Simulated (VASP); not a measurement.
Runs of VASP 6.6.1 on Ta2Bi2O. The structure is that of space group P4/mmm (No. 123), or close to it. The cells are those of the table. The cell was built from a structure type or drawn by symmetry, and may not be a known phase.

```csv
task,spin,cell,k mesh,cutoff (eV),gap on the mesh (eV),pressure (GPa)
single point,off,"a = 4.330, b = 4.330, c = 6.333 Å, 5 atoms",4 × 4 × 4,520,none,3.7
single point,collinear,"a = 5.178, b = 5.178, c = 3.860 Å, 5 atoms",4 × 4 × 4,520,none,0.2
single point,off,"a = 5.150, b = 5.150, c = 3.876 Å, 5 atoms",8 × 8 × 10,520,none,(a)
single point,off,"a = 5.178, b = 5.178, c = 3.860 Å, 5 atoms",4 × 4 × 4,520,none,0.2
relaxation of cell and atoms,off,"relaxed from a = 4.330, b = 4.330, c = 6.333 Å, 5 atoms",4 × 4 × 4,600,none,0.0
```

Alike in all rows: level PBE; potentials or basis VASP PAW PBE potentials, release 64 (Ta_pv, Bi_d, O); smearing gaussian 0.1 eV.

Fill in the values left out.

(a) 0.1.

Caveats: some runs use coarse meshes; spin-orbit coupling is left out, which moves the levels of the heavy elements; a cell axis changed by over 15 % at a fixed basis, so the end point is rough (at least some runs).

A k mesh can miss the band edges, and the runs leave out spin-orbit coupling on Bi, Ta.

A gap of «none» marks levels without a gap at the run's occupations.
